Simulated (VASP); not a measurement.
# H12C20Cl in VASP: single point with PBE+D3(BJ)

Aim: the single point of H12C20Cl with PBE+D3(BJ).

All numbers are computed with VASP 6.6.1; they aren't measurements. Logs are shortened: lines on timing, memory, paths and dates and some standing lists are left out, and cuts for length are marked.

### Step 1. The cell of the first run

The cell holds a slab with vacuum, 33 atoms: a = 5.049 Å, b = 5.049 Å, c = 16.136 Å, α = 90.00°, β = 90.00°, γ = 90.00°.

### Step 2. Single point, PBE+D3(BJ), collinear spin

The input, INCAR:

```
PREC     = Accurate       # precision mode
ENCUT    = 520            # plane-wave cutoff, eV
EDIFF    = 1E-6           # SCF threshold, eV
ISMEAR   = -1             # smearing method
SIGMA    = 0.02           # smearing width, eV
LREAL    = Auto         
LASPH    = True           # aspherical terms in the spheres
NELM     = 150            # most SCF steps
ALGO     = Normal         # electronic algorithm
ISIF     = 2              # what is computed and relaxed
LWAVE    = False          # write WAVECAR
LCHARG   = False          # write CHGCAR
ISPIN    = 2              # spin polarisation
MAGMOM   = 0 0 0 0 0 0 0 0 0 0 0 0 0 0 0 0 0 0 0 0 0 0 0 0 0 0 0 0 0 0 0 0 1 # initial moments
LORBIT   = 11             # projections on sites
GGA      = PE             # functional
IVDW     = 12             # dispersion correction
NBANDS   = 76             # bands
```

The input, KPOINTS:

```
Automatic mesh
0
Gamma
  2 2 1
```

The input, POSCAR:

```
H12C20Cl
1.0
    5.0487420000      0.0000000000      0.0000000000
    0.0000000000      5.0487420000      0.0000000000
    0.0000000000      0.0000000000     16.1355610000
H C Cl
12 20 1
Direct
    0.4277868800      0.0000000000      0.0619749100
    0.0722131600      0.0000000000      0.0619749100
    0.9277869200      0.0000000000      0.0619749100
    0.5722132000      0.0000000000      0.0619749100
    0.4277868800      0.5000000400      0.0619749100
    0.0722131600      0.5000000400      0.0619749100
    0.9277869200      0.5000000400      0.0619749100
    0.5722132000      0.5000000400      0.0619749100
    0.7536062628      0.0032314928      0.3818407663
    0.2462912885      0.4965641068      0.3818555168
    0.7536525128      0.4965986917      0.3818415577
    0.2463652445      1.0032263665      0.3818530432
    0.2500000200      0.0000000000      0.1013103900
    0.7500000600      0.0000000000      0.1013103900
    0.2500000200      0.5000000400      0.1013103900
    0.7500000600      0.5000000400      0.1013103900
    0.2500000200      0.2500000200      0.1566230000
    0.7500000600      0.2500000200      0.1566230000
    0.2500000200      0.7500000600      0.1566230000
    0.7500000600      0.7500000600      0.1566230000
    0.0000097882      0.2499618234      0.2079914948
    0.4999810908      0.2499583928      0.2080526763
    0.0000055808      0.7499548509      0.2182566155
    0.4999868348      0.7499551779      0.2182800401
   -0.0000039917      0.0174713363      0.2683449496
    0.4999919305      0.0173639972      0.2684582387
   -0.0000123880      0.4824121594      0.2683444853
    0.4999854420      0.4825147500      0.2684553116
    0.2500276889      0.0896298908      0.3194230500
    0.7499596089      0.0896564726      0.3194098585
    0.2500385691      0.4102097469      0.3194121497
    0.7499281000      0.4102027673      0.3193995006
   -0.0019465979      0.7446708752      0.4944475277
```

Potentials or basis: VASP PAW PBE potentials, release 64 (H, C, Cl).

The run is started by

```sh
> cat potpaw_PBE.64/H/POTCAR potpaw_PBE.64/C/POTCAR potpaw_PBE.64/Cl/POTCAR > POTCAR
> mpirun -np 1 vasp_std > vasp.out
```

OUTCAR:

```text
PREC = Accurate
   ENCUT = 520
   EDIFF = 1E-6
   ISMEAR = -1
   LREAL = Auto
   LASPH = True
   NELM = 150
   ISIF = 2
   ISPIN = 2
   LORBIT = 11
   GGA = PE
   IVDW = 12
 IVDW          = 12

 ion  position               nearest neighbor table
   1  0.428  0.000  0.062-   4 0.73  13 1.10
   2  0.072  0.000  0.062-   3 0.73  13 1.10
   3  0.928  0.000  0.062-   2 0.73  14 1.10
   4  0.572  0.000  0.062-   1 0.73  14 1.10
   5  0.428  0.500  0.062-   8 0.73  15 1.10
   6  0.072  0.500  0.062-   7 0.73  15 1.10
   7  0.928  0.500  0.062-   6 0.73  16 1.10
   8  0.572  0.500  0.062-   5 0.73  16 1.10
   9  0.754  0.003  0.382-  30 1.10
  10  0.246  0.497  0.382-  31 1.10
  11  0.754  0.497  0.382-  32 1.10
  12  0.246  0.003  0.382-  29 1.10
  13  0.250  0.000  0.101-   1 1.10   2 1.10  19 1.55  17 1.55
  14  0.750  0.000  0.101-   4 1.10   3 1.10  20 1.55  18 1.55
  15  0.250  0.500  0.101-   5 1.10   6 1.10  19 1.55  17 1.55
  16  0.750  0.500  0.101-   8 1.10   7 1.10  20 1.55  18 1.55
  17  0.250  0.250  0.157-  21 1.51  22 1.51  13 1.55  15 1.55
  18  0.750  0.250  0.157-  21 1.51  22 1.51  14 1.55  16 1.55
[... 12 lines left out ...]
  31  0.250  0.410  0.319-  10 1.10  28 1.55  27 1.55  29 1.62
  32  0.750  0.410  0.319-  11 1.10  28 1.55  27 1.55  30 1.62
  33  0.998  0.745  0.494-

  LATTYP: Found a simple tetragonal cell.
 ALAT       =     5.0487420000
 C/A-ratio  =     3.1959567354

  Lattice vectors:

 A1 = (   5.0487420000,   0.0000000000,   0.0000000000)
 A2 = (   0.0000000000,   5.0487420000,   0.0000000000)
 A3 = (   0.0000000000,   0.0000000000,  16.1355610000)

Analysis of symmetry for initial positions (statically):
=====================================================================
 Subroutine PRICEL returns:
 Original cell was already a primitive cell.

 Routine SETGRP: Setting up the symmetry group for a
 simple tetragonal supercell.

 Subroutine GETGRP returns: Found  1 space group operations
 (whereof  1 operations were pure point group operations)
 out of a pool of 16 trial point group operations.

The static configuration has the point symmetry C_1 .

Analysis of symmetry for dynamics (positions and initial velocities):
=====================================================================
 Subroutine PRICEL returns:
 Original cell was already a primitive cell.

 Routine SETGRP: Setting up the symmetry group for a
 simple tetragonal supercell.

 Subroutine GETGRP returns: Found  1 space group operations
[... 199 lines left out ...]

 Free energy of the ion-electron system (eV)
  ---------------------------------------------------
  ext. energy  EPLUGINS =         0.00000000
  ---------------------------------------------------
  free energy    TOTEN  =      -211.96496573 eV

  energy without entropy =     -211.94896309  energy(sigma->0) =     -211.95696441

 E-fermi :  -0.2286     XC(G=0):  -6.0988

 val. band max:       -0.2449678988   @ k =   0.0000   0.0000   0.0000
 cond. band min:      -0.2023165993   @ k =   0.5000   0.0000   0.0000
 fundamental gap:      0.0426512995
 Fermi energy:        -0.2286110162

 spin component 1

 k-point     1 :       0.0000    0.0000    0.0000
  band No.  band energies     occupation
      1     -21.0703      1.00000
      2     -18.8796      1.00000
      3     -16.8040      1.00000
      4     -16.7218      1.00000
      5     -16.7125      1.00000
      6     -16.6197      1.00000
[... 245 lines left out ...]
     60       6.8432      0.00000
     61       7.1675      0.00000
 Fermi energy:        -0.2286110162

 spin component 2

 k-point     1 :       0.0000    0.0000    0.0000
  band No.  band energies     occupation
      1     -21.0705      1.00000
      2     -18.8800      1.00000
      3     -16.8038      1.00000
      4     -16.7222      1.00000
      5     -16.7124      1.00000
      6     -16.6195      1.00000
[... 245 lines left out ...]
     60       6.8413      0.00000
     61       7.1307      0.00000
 [bands above 61 left out]

------------------------ aborting loop because EDIFF is reached ----------------------------------------

 Edisp (eV)   -3.50957

 E8    (eV) :    -0.9926

  FORCE on cell =-STRESS in cart. coord.  units (eV):
  Direction    XX          YY          ZZ          XY          YZ          ZX
  --------------------------------------------------------------------------------------
  -------------------------------------------------------------------------------------
  Total      62.92853   -11.36134    -4.36791     0.00173     0.07230     0.01362
  in kB     245.13638   -44.25778   -17.01509     0.00674     0.28165     0.05306
  external pressure =       61.29 kB  Pullay stress =        0.00 kB

 VOLUME and BASIS-vectors are now :
 -----------------------------------------------------------------------------
  energy-cutoff  :      520.00
  volume of cell :      411.29
      direct lattice vectors                 reciprocal lattice vectors
     5.048742000  0.000000000  0.000000000     0.198069143  0.000000000  0.000000000
     0.000000000  5.048742000  0.000000000     0.000000000  0.198069143  0.000000000
     0.000000000  0.000000000 16.135561000     0.000000000  0.000000000  0.061974914

 POSITION                                       TOTAL-FORCE (eV/Angst)
 -----------------------------------------------------------------------------------
      2.15979      0.00000      1.00000        -8.537558     -0.064566     -0.253235
      0.36459      0.00000      1.00000         8.536948     -0.064802     -0.252397
      4.68416      0.00000      1.00000        -8.536840     -0.064749     -0.252343
      2.88896      0.00000      1.00000         8.537521     -0.064602     -0.253277
      2.15979      2.52437      1.00000        -8.537194      0.064126     -0.253533
      0.36459      2.52437      1.00000         8.536534      0.064282     -0.252633
[... 25 lines left out ...]
      3.78619      2.07101      5.15369         0.000493      0.012962      0.009177
      5.03891      3.75965      7.97819         0.002604      0.012026      0.000009
 -----------------------------------------------------------------------------------
    total drift:                               -0.000158      0.002042     -0.024649

  FREE ENERGIE OF THE ION-ELECTRON SYSTEM (eV)
  ---------------------------------------------------
  free  energy   TOTEN  =      -215.4745317827 eV

  energy  without entropy=     -215.4585291379  energy(sigma->0) =     -215.46653046

 total charge

# of ion       s       p       d       tot
------------------------------------------
    1        0.739   0.100   0.000   0.839
    2        0.739   0.100   0.000   0.839
    3        0.739   0.100   0.000   0.839
    4        0.739   0.100   0.000   0.839
    5        0.739   0.100   0.000   0.839
    6        0.739   0.100   0.000   0.839
[... 25 lines left out ...]
   32        0.835   1.717   0.000   2.552
   33        1.606   3.438   0.000   5.044
--------------------------------------------------
tot         26.793  39.187   0.000  65.980

 magnetization (x)

# of ion       s       p       d       tot
------------------------------------------
    1        0.000   0.000   0.000   0.000
    2        0.000   0.000   0.000   0.000
    3        0.000   0.000   0.000   0.000
    4        0.000   0.000   0.000   0.000
    5        0.000   0.000   0.000   0.000
    6        0.000   0.000   0.000   0.000
[... 25 lines left out ...]
   32       -0.000  -0.001   0.000  -0.002
   33       -0.006  -0.287   0.000  -0.293
--------------------------------------------------
tot         -0.009  -0.292   0.000  -0.301
```

Run time: 15 min. Hardware: 1 thread of Intel Xeon Platinum 8375C at 2.90GHz (Ice Lake), shared host; peak memory 0.67 GiB.

What came out:

| Item | Value |
| --- | --- |
| Free energy | -215.4745 eV |
| Largest force | 8.542 eV/Å |
| Net moment | -0.42 μB per cell |
| Site moments | H +0.00, -0.00 (each value once); C +0.00, -0.00 (each value once); Cl -0.29 μB |
| Valence electrons inside the program's atomic spheres | H 0.84, 0.68 (each value once); C 2.67, 2.60, 2.50, 2.64, 2.46, 2.55 (each value once); Cl 5.04 |
| Dispersion energy per atom | -0.106 eV |

Forces on the atoms (eV/Å):
```
H   -8.538 -0.065 -0.253
H    8.537 -0.065 -0.252
H   -8.537 -0.065 -0.252
H    8.538 -0.065 -0.253
H   -8.537  0.064 -0.254
H    8.537  0.064 -0.253
H   -8.536  0.064 -0.253
H    8.537  0.064 -0.254
H    0.000 -0.008  0.016
H    0.001  0.008  0.015
H   -0.001  0.007  0.015
H    0.000 -0.008  0.016
C    0.004 -0.258  1.875
C   -0.005 -0.258  1.876
C    0.005  0.257  1.876
C   -0.005  0.257  1.877
C    0.002 -0.004 -2.710
C   -0.004 -0.004 -2.708
C   -0.002 -0.003 -0.084
C    0.001 -0.003 -0.083
C   -0.002  0.000 -0.017
C    0.002  0.000 -0.014
C   -0.001  0.000  0.003
C    0.001  0.000  0.005
C    0.001 -0.028  0.009
C    0.000 -0.028  0.010
C    0.001  0.027  0.008
C   -0.001  0.027  0.006
C   -0.001 -0.009  0.005
C   -0.001 -0.010  0.008
C    0.000  0.013  0.009
C    0.000  0.013  0.009
Cl   0.003  0.012  0.000
```

Caveat: the k points lie up to 0.62 Å⁻¹ apart.
